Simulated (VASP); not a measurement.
Input of a VASP 6.6.1 run:

File INCAR:

```
ALGO = Normal
DIPOL = 0.5 0.5 0.500
EDIFF = 1E-6
EDIFFG = -0.03
ENCUT = 520
GGA = PE
IBRION = 2
IDIPOL = 3
ISIF = 2
ISMEAR = 0
LASPH = True
LCHARG = False
LDIPOL = True
LREAL = Auto
LWAVE = False
NELM = 80
NSW = 90
PREC = Accurate
SIGMA = 0.1
```

KPOINTS

```
k-points
0
Gamma
  5 5 1
```

POSCAR

```
Al
1.0
    5.7143027680      0.0000000000      0.0000000000
    0.0000000000      5.7143027680      0.0000000000
    0.0000000000      0.0000000000     23.0609333555
Al
16
Selective dynamics
Direct
    0.2500000000      0.2500000000      0.3685887240  F F F
    0.2500000000      0.7500000000      0.3685887240  F F F
    0.7500000000      0.2500000000      0.3685887240  F F F
    0.7500000000      0.7500000000      0.3685887240  F F F
    0.5000000000      0.5000000000      0.4561962413  F F F
    0.5000000000      0.0000000000      0.4561962413  F F F
    0.0000000000      0.5000000000      0.4561962413  F F F
    0.0000000000      0.0000000000      0.4561962413  F F F
    0.7500000000      0.7500000000      0.5438037587  T T T
    0.7500000000      0.2500000000      0.5438037587  T T T
    0.2500000000      0.7500000000      0.5438037587  T T T
    0.2500000000      0.2500000000      0.5438037587  T T T
    0.0000000000      0.0000000000      0.6314112760  T T T
    0.0000000000      0.5000000000      0.6314112760  T T T
    0.5000000000      0.0000000000      0.6314112760  T T T
    0.5000000000      0.5000000000      0.6314112760  T T T
```

Potentials or basis: VASP PAW PBE potentials, release 64 (Al).

Run with:

```bash
$ cat potpaw_PBE.64/Al/POTCAR > POTCAR
$ mpirun -np 1 vasp_std > vasp.out
```

Problem. Predict the energy gained by relaxing.

Solution. 4.8 meV/atom.

Problem. Estimate the band gap on the k mesh.

Solution. Zero (bands 24 and 25 overlap by 0.78 eV).

Final structure:
```xyz
16
Lattice="5.7143 0.0000 0.0000 0.0000 5.7143 0.0000 0.0000 0.0000 23.0609" Properties=species:S:1:pos:R:3 pbc="T T T"
Al    1.4286    1.4286    8.5000
Al    1.4286    4.2857    8.5000
Al    4.2857    1.4286    8.5000
Al    4.2857    4.2857    8.5000
Al    2.8572    2.8572   10.5203
Al    2.8572    0.0000   10.5203
Al    0.0000    2.8572   10.5203
Al    0.0000    0.0000   10.5203
Al    4.2857    4.2857   12.6221
Al    4.2857    1.4286   12.6221
Al    1.4286    4.2857   12.6221
Al    1.4286    1.4286   12.6221
Al    5.7143    0.0000   14.6961
Al    5.7143    2.8572   14.6961
Al    2.8572    0.0000   14.6961
Al    2.8572    2.8572   14.6961
```
